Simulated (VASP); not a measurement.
# SiO2 (P4_12_12) in VASP: single point with PBE

Aim: the single point of SiO2 with PBE.

Program: VASP 6.6.1. These are calculated values, not measurements. Logs are shortened: lines on timing, memory, paths and dates and some standing lists are left out, and cuts for length are marked.

## Step 1: The cell of the first run

Symmetry: P4_12_12, No. 92, tetragonal system. Conventional cell: a = 4.979 Å, b = 4.979 Å, c = 6.950 Å, α = 90.00°, β = 90.00°, γ = 90.00°. Si (site symmetry 2) has 4 O at 1.62 to 1.63 Å within 2.2 Å. O (site symmetry 1) has 2 Si at 1.62 to 1.63 Å within 2.2 Å.

## Step 2: Single point, PBE

INCAR reads:

```
PREC = Accurate
ENCUT = 520
EDIFF = 1E-7
ISMEAR = -1
SIGMA = 0.02
LREAL = False
LASPH = True
NELM = 100
ALGO = Normal
ISIF = 2
LWAVE = False
LCHARG = False
GGA = PE
NBANDS = 44
```

KPOINTS reads:

```
Automatic mesh
0
Gamma
  5 5 4
```

POSCAR reads:

```
SiO2
1.0
    4.9790000000      0.0000000000      0.0000000000
    0.0000000000      4.9790000000      0.0000000000
    0.0000000000      0.0000000000      6.9500000000
Si O
4 8
Direct
    0.3044023563      0.3044023563      0.0000000000
    0.1955976437      0.8044023563      0.2500000000
    0.6955976437      0.6955976437      0.5000000000
    0.8044023563      0.1955976437      0.7500000000
    0.2371045937      0.1148382174      0.1842518117
    0.3851617826      0.7371045937      0.4342518117
    0.7628954063      0.8851617826      0.6842518117
    0.6148382174      0.2628954063      0.9342518117
    0.7371045937      0.3851617826      0.5657481883
    0.8851617826      0.7628954063      0.3157481883
    0.2628954063      0.6148382174      0.0657481883
    0.1148382174      0.2371045937      0.8157481883
```

Potentials or basis: VASP PAW PBE potentials, release 64 (Si, O).

Command:

```bash
$ cat potpaw_PBE.64/Si/POTCAR potpaw_PBE.64/O/POTCAR > POTCAR
$ mpirun -np 1 vasp_std > vasp.out
```

OUTCAR:

```text
PREC = Accurate
   ENCUT = 520
   EDIFF = 1E-7
   ISMEAR = -1
   LREAL = False
   LASPH = True
   NELM = 100
   ISIF = 2
   GGA = PE

 ion  position               nearest neighbor table
   1  0.304  0.304  0.000-   8 1.62  11 1.62   5 1.63  12 1.63   2 3.08   4 3.08   2 3.08   4 3.08

   2  0.196  0.804  0.250-   5 1.62  10 1.62   6 1.63  11 1.63   1 3.08   3 3.08   1 3.08   3 3.08

   3  0.696  0.696  0.500-   6 1.62   9 1.62   7 1.63  10 1.63   2 3.08   4 3.08   4 3.08   2 3.08

   4  0.804  0.196  0.750-   7 1.62  12 1.62   9 1.63   8 1.63   1 3.08   3 3.08   3 3.08   1 3.08

   5  0.237  0.115  0.184-   2 1.62   1 1.63
   6  0.385  0.737  0.434-   3 1.62   2 1.63
   7  0.763  0.885  0.684-   4 1.62   3 1.63
   8  0.615  0.263  0.934-   1 1.62   4 1.63
   9  0.737  0.385  0.566-   3 1.62   4 1.63
  10  0.885  0.763  0.316-   2 1.62   3 1.63
  11  0.263  0.615  0.066-   1 1.62   2 1.63
  12  0.115  0.237  0.816-   4 1.62   1 1.63

  LATTYP: Found a simple tetragonal cell.
 ALAT       =     4.9790000000
 C/A-ratio  =     1.3958626230

  Lattice vectors:

 A1 = (   4.9790000000,   0.0000000000,   0.0000000000)
 A2 = (   0.0000000000,   4.9790000000,   0.0000000000)
 A3 = (   0.0000000000,   0.0000000000,   6.9500000000)

Analysis of symmetry for initial positions (statically):
=====================================================================
 Subroutine PRICEL returns:
 Original cell was already a primitive cell.

 Routine SETGRP: Setting up the symmetry group for a
 simple tetragonal supercell.

 Subroutine GETGRP returns: Found  8 space group operations
 (whereof  2 operations were pure point group operations)
 out of a pool of 16 trial point group operations.

The static configuration has the point symmetry C_2 .
 The point group associated with its full space group is D_4 .

Analysis of symmetry for dynamics (positions and initial velocities):
=====================================================================
 Subroutine PRICEL returns:
 Original cell was already a primitive cell.

 Routine SETGRP: Setting up the symmetry group for a
 simple tetragonal supercell.

 Subroutine GETGRP returns: Found  8 space group operations
 (whereof  2 operations were pure point group operations)
 out of a pool of 16 trial point group operations.

The dynamic configuration has the point symmetry C_2 .
 The point group associated with its full space group is D_4 .

 Subroutine INISYM returns: Found  8 space group operations
 (whereof  2 operations are pure point group operations),
 and found     1 'primitive' translations

----------------------------------------------------------------------------------------

                                     Primitive cell

  volume of cell :     172.2936

  direct lattice vectors                    reciprocal lattice vectors
     4.979000000  0.000000000  0.000000000     0.200843543  0.000000000  0.000000000
     0.000000000  4.979000000  0.000000000     0.000000000  0.200843543  0.000000000
     0.000000000  0.000000000  6.950000000     0.000000000  0.000000000  0.143884892

  length of vectors
     4.979000000  4.979000000  6.950000000     0.200843543  0.200843543  0.143884892

  position of ions in fractional coordinates (direct lattice)
     0.304402356  0.304402356  0.000000000
     0.195597644  0.804402356  0.250000000
     0.695597644  0.695597644  0.500000000
     0.804402356  0.195597644  0.750000000
     0.237104594  0.114838217  0.184251812
     0.385161783  0.737104594  0.434251812
     0.762895406  0.885161783  0.684251812
     0.614838217  0.262895406  0.934251812
     0.737104594  0.385161783  0.565748188
     0.885161783  0.762895406  0.315748188
     0.262895406  0.614838217  0.065748188
     0.114838217  0.237104594  0.815748188

  ion indices of the primitive-cell ions
   primitive index   ion index
                 1           1
                 2           2
                 3           3
                 4           4
                 5           5
                 6           6
                 7           7
                 8           8
                 9           9
                10          10
                11          11
                12          12

----------------------------------------------------------------------------------------

 KPOINTS: Automatic mesh

Automatic generation of k-mesh.
 Grid dimensions read from file:
 generate k-points for:    5    5    4

 Generating k-lattice:

  Cartesian coordinates                     Fractional coordinates (reciprocal lattice)
     0.040168709  0.000000000  0.000000000     0.200000000  0.000000000  0.000000000
     0.000000000  0.040168709  0.000000000     0.000000000  0.200000000  0.000000000
     0.000000000  0.000000000  0.035971223     0.000000000  0.000000000  0.250000000

  Length of vectors
     0.040168709  0.040168709  0.035971223

  Shift w.r.t. Gamma in fractional coordinates (k-lattice)
     0.000000000  0.000000000  0.000000000

 Subroutine IBZKPT returns following result:
 ===========================================

 Found     18 irreducible k-points:

 Following reciprocal coordinates:
            Coordinates               Weight
  0.000000  0.000000  0.000000      1.000000
  0.200000  0.000000  0.000000      4.000000
  0.400000  0.000000  0.000000      4.000000
  0.200000  0.200000  0.000000      4.000000
  0.400000  0.200000  0.000000      8.000000
  0.400000  0.400000  0.000000      4.000000
[... 10 lines left out ...]
  0.400000  0.200000  0.500000      8.000000
  0.400000  0.400000  0.500000      4.000000
   k-points           NKPTS =     18   k-points in BZ     NKDIM =     18   number of bands    NBANDS=     44
   number of dos      NEDOS =    301   number of ions     NIONS =     12
   total plane-waves  NPLWV =  86400
   dimension x,y,z NGX =    40 NGY =   40 NGZ =   54
   dimension x,y,z NGXF=    80 NGYF=   80 NGZF=  108
   ions per type =               4   8
   NGX,Y,Z   is equivalent  to a cutoff of  13.36, 13.36, 12.92 a.u.
   NGXF,Y,Z  is equivalent  to a cutoff of  26.71, 26.71, 25.83 a.u.
 SYSTEM =  unknown system
   PREC   = accura    normal or accurate (medium, high low for compatibility)
   ISTART =      0    job   : 0-new  1-cont  2-samecut
   ICHARG =      2    charge: 1-file 2-atom 10-const
   ISPIN  =      1    spin polarized calculation?
   LNONCOLLINEAR =      F non collinear calculations
   LSORBIT =      F    spin-orbit coupling
   LASPH  =      T    aspherical Exc in radial PAW
   ENCUT  =  520.0 eV  38.22 Ry    6.18 a.u.   9.26  9.26 12.92*2*pi/ulx,y,z
   NELM   =    100;   NELMIN=  2; NELMDL= -5     # of ELM steps
   EDIFF  = 0.1E-06   stopping-criterion for ELM
   LREAL  =      F    real-space projection
   EDIFFG = 0.1E-05   stopping-criterion for IOM
   NSW    =      0    number of steps for IOM
   IBRION =     -1    ionic relax: 0-MD 1-quasi-New 2-CG
   NFREE  =      0    steps in history (QN), initial steepest desc. (CG)
   ISIF   =      2    stress and relaxation
   ISYM   =      2    0-nonsym 1-usesym 2-fastsym
   POTIM  = 0.5000    time-step for ionic-motion
   TEBEG  =    0.0;   TEEND  =   0.0 temperature during run
   PSTRESS=    0.0 pullay stress
   NELECT =      64.0000    total number of electrons
   NUPDOWN=      -1.0000    fix difference up-down
   EMIN   =  10.00;   EMAX   =-10.00  energy-range for DOS
   EFERMI =   0.00;   METHOD = LEGACY
   ISMEAR =    -1;   SIGMA  =   0.02  broadening in eV -4-tet -1-fermi 0-gaus
   EFERMI_NEDOS =   21; number of points for ismear=-14 and -15
   IALGO  =     38    algorithm
   IMIX   =      4    mixing-type and parameters
     AMIX     =   0.40;   BMIX     =  1.00
     AMIX_MAG =   1.60;   BMIX_MAG =  1.00
  volume/ion in A,a.u.               =      14.36        96.89
  Fermi-wavevector in a.u.,A,eV,Ry     =   1.176825  2.223876 18.842934  1.384917
  Thomas-Fermi vector in A             =   2.313182
   LORBIT       =      0    0 simple, 1 ext, 2 COOP (PROOUT), +10 PAW based schemes
   GGA     = PE    functional components
   LHFCALC =     F    Hartree Fock is set to
   AEXX    =    0.0000 exact exchange contribution
   IVDW    =     0    specifies the selected vdW correction
   LEPSILON=     F    determine dielectric tensor
   LRPA    =     F    only Hartree local field effects (RPA)
 non-spin polarized calculation
  energy-cutoff  :      520.00
  volume of cell :      172.29
 maximum number of plane-waves:      4668
 NGX is ok and might be reduce to    40
   NGX = 19   NGY = 19   NGZ = 25

 number of electron      64.0000009 magnetization

 Free energy of the ion-electron system (eV)
  ---------------------------------------------------
  ext. energy  EPLUGINS =         0.00000000
  ---------------------------------------------------
  free energy    TOTEN  =       -94.89714671 eV

  energy without entropy =      -94.89714671  energy(sigma->0) =      -94.89714671

 E-fermi :   0.5794     XC(G=0):  -8.4545

 val. band max:        0.1088235702   @ k =   0.0000   0.0000   0.0000
 cond. band min:       5.7237281332   @ k =   0.0000   0.0000   0.0000
 fundamental gap:      5.6149045631
 Fermi energy:         0.5793845316

 k-point     1 :       0.0000    0.0000    0.0000
  band No.  band energies     occupation
      1     -19.2425      2.00000
      2     -18.3586      2.00000
      3     -18.3586      2.00000
      4     -17.2353      2.00000
      5     -17.1664      2.00000
      6     -17.1660      2.00000
[... 36 lines left out ...]
     43      11.3833      0.00000
     44      11.7587      0.00000

 k-point     2 :       0.2000    0.0000    0.0000
  band No.  band energies     occupation
      1     -19.1602      2.00000
      2     -18.4389      2.00000
      3     -18.2616      2.00000
      4     -17.2975      2.00000
      5     -17.2400      2.00000
      6     -17.1922      2.00000
[... 36 lines left out ...]
     43      11.3737      0.00000
     44      11.5084      0.00000

 k-point     3 :       0.4000    0.0000    0.0000
  band No.  band energies     occupation
      1     -18.9396      2.00000
      2     -18.6605      2.00000
      3     -17.9936      2.00000
      4     -17.6284      2.00000
      5     -17.2463      2.00000
      6     -17.2338      2.00000
[... 36 lines left out ...]
     43      10.8989      0.00000
     44      11.4989      0.00000

 k-point     4 :       0.2000    0.2000    0.0000
  band No.  band energies     occupation
      1     -19.0768      2.00000
      2     -18.3464      2.00000
      3     -18.3397      2.00000
      4     -17.4081      2.00000
      5     -17.2440      2.00000
      6     -17.1938      2.00000
[... 600 lines left out ...]
     43      11.1531      0.00000
     44      11.1531      0.00000

 k-point    17 :       0.4000    0.2000    0.5000
  band No.  band energies     occupation
      1     -18.7347      2.00000
      2     -18.7347      2.00000
      3     -17.8864      2.00000
      4     -17.8864      2.00000
      5     -17.2291      2.00000
      6     -17.2291      2.00000
[... 36 lines left out ...]
     43      11.3214      0.00000
     44      11.3218      0.00000

 k-point    18 :       0.4000    0.4000    0.5000
  band No.  band energies     occupation
      1     -18.5293      2.00000
      2     -18.5293      2.00000
      3     -18.0942      2.00000
      4     -18.0942      2.00000
      5     -17.2398      2.00000
      6     -17.2398      2.00000
[... 36 lines left out ...]
     43      10.6934      0.00000
     44      10.6934      0.00000

------------------------ aborting loop because EDIFF is reached ----------------------------------------

  FORCE on cell =-STRESS in cart. coord.  units (eV):
  Direction    XX          YY          ZZ          XY          YZ          ZX
  --------------------------------------------------------------------------------------
  -------------------------------------------------------------------------------------
  Total        1.5100807      1.5100807      0.9833152      0.0000000      0.0000000      0.0000000
  in kB       14.0424107     14.0424107      9.1439589      0.0000000      0.0000000      0.0000000
  external PRESSURE =      12.4095934 kB  Pullay stress =       0.0000000 kB

 VOLUME and BASIS-vectors are now :
 -----------------------------------------------------------------------------
  energy-cutoff  :      520.00
  volume of cell :      172.29
      direct lattice vectors                 reciprocal lattice vectors
     4.979000000  0.000000000  0.000000000     0.200843543  0.000000000  0.000000000
     0.000000000  4.979000000  0.000000000     0.000000000  0.200843543  0.000000000
     0.000000000  0.000000000  6.950000000     0.000000000  0.000000000  0.143884892

 POSITION                                       TOTAL-FORCE (eV/Angst)
 -----------------------------------------------------------------------------------
      1.51562      1.51562      0.00000         0.014156      0.014156      0.000000
      0.97388      4.00512      1.73750        -0.014156      0.014156      0.000000
      3.46338      3.46338      3.47500        -0.014156     -0.014156      0.000000
      4.00512      0.97388      5.21250         0.014156     -0.014156      0.000000
      1.18054      0.57178      1.28055         0.001678      0.003123     -0.005226
      1.91772      3.67004      3.01805        -0.003123      0.001678     -0.005226
      3.79846      4.40722      4.75555        -0.001678     -0.003123     -0.005226
      3.06128      1.30896      6.49305         0.003123     -0.001678     -0.005226
      3.67004      1.91772      3.93195         0.001678     -0.003123      0.005226
      4.40722      3.79846      2.19445        -0.003123     -0.001678      0.005226
      1.30896      3.06128      0.45695        -0.001678      0.003123      0.005226
      0.57178      1.18054      5.66945         0.003123      0.001678      0.005226
 -----------------------------------------------------------------------------------
    total drift:                               -0.000000      0.000000     -0.000000

  FREE ENERGIE OF THE ION-ELECTRON SYSTEM (eV)
  ---------------------------------------------------
  free  energy   TOTEN  =       -94.8971467104 eV

  energy  without entropy=      -94.8971467104  energy(sigma->0) =      -94.89714671
```

Wall time 4.4 min (1 thread of AMD EPYC 7R13, shared host); peak memory 0.28 GiB.

Results:

```
Free energy            : -94.8971 eV
Pressure               : 1.2 GPa
Largest force          : 0.020 eV/Å
Band gap on the k mesh : 5.61 eV
```

Forces in eV/Å, atoms in the order of the input:
```
Si   0.014  0.014  0.000
Si  -0.014  0.014  0.000
Si  -0.014 -0.014  0.000
Si   0.014 -0.014  0.000
O    0.002  0.003 -0.005
O   -0.003  0.002 -0.005
O   -0.002 -0.003 -0.005
O    0.003 -0.002 -0.005
O    0.002 -0.003  0.005
O   -0.003 -0.002  0.005
O   -0.002  0.003  0.005
O    0.003  0.002  0.005
```
